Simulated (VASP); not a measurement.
# W: single point with LDA

The system is W.

```xyz
1
Lattice="-0.1490 1.9865 1.8375 1.8375 0.0000 1.6885 1.9865 1.9865 -0.1490" Properties=species:S:1:pos:R:3 pbc="T T T"
W     0.0000    0.0000    0.0000
```

This cell differs from its parent crystal: engineering shear strain xz -0.1500, normal strain along z -0.0750.

| Property | Result |
| --- | --- |
| Program | VASP 6.6.1 |
| Task | single point |
| Functional | LDA |
| Potentials or basis | VASP PAW LDA potentials, release 64 (W_sv) |
| Cutoff | 520 eV |
| k mesh | 20 × 20 × 20 |
| Occupations | gaussian, width 0.15 eV |
| Spin | no spin polarisation |
| Dipole correction | no |
| Further INCAR settings | ALGO = Fast; EDIFF = 1e-07; NBANDS = 13 |

```yaml
Pressure: 38.7 GPa
Band_gap_on_the_k_mesh: zero (bands 7 and 8 overlap by 5.51 eV)
```

Stress tensor (GPa, compression positive):
```
44.91  0.00 16.74
 0.00 40.70  0.00
16.74  0.00 30.61
```

Levels at points of the mesh, in eV from the Fermi level:
```tsv
k point	band 3	band 4	band 5	band 6	band 7	band 8	band 9	band 10	band 11	band 12
(0.00, 0.00, 0.00)	-37.11	-36.64	-9.82	-2.51	-2.14	1.09	2.17	3.63	12.69	16.85
(0.50, 0.00, 0.00)	-37.28	-36.81	-6.70	-2.82	0.16	0.93	4.29	6.14	11.15	13.10
(0.00, 0.50, 0.00)	-37.54	-37.29	-6.59	-2.71	-0.64	1.97	4.52	6.61	11.95	14.16
(0.50, 0.50, 0.00)	-37.80	-37.78	-6.76	-5.96	4.40	5.00	6.29	7.39	11.87	12.32
(0.50, 0.00, 0.50)	-37.97	-37.05	-6.79	-5.70	3.16	5.72	5.95	7.16	10.67	14.50
(0.00, 0.50, 0.50)	-37.63	-37.46	-6.76	-5.60	3.31	5.01	5.44	6.90	12.26	14.39
```

Wall time 5 min on 1 thread of Intel(R) Xeon(R) Platinum 8259CL CPU @ 2.50GHz (Skylake/Cascade Lake), on a shared host, peak memory 0.45 GiB.

Caveat: the cell differs from its parent crystal (engineering shear strain xz -0.1500, normal strain along z -0.0750); the stress differs along the axes, from 31 to 45 GPa; spin-orbit coupling is left out, which moves the levels of the heavy elements.
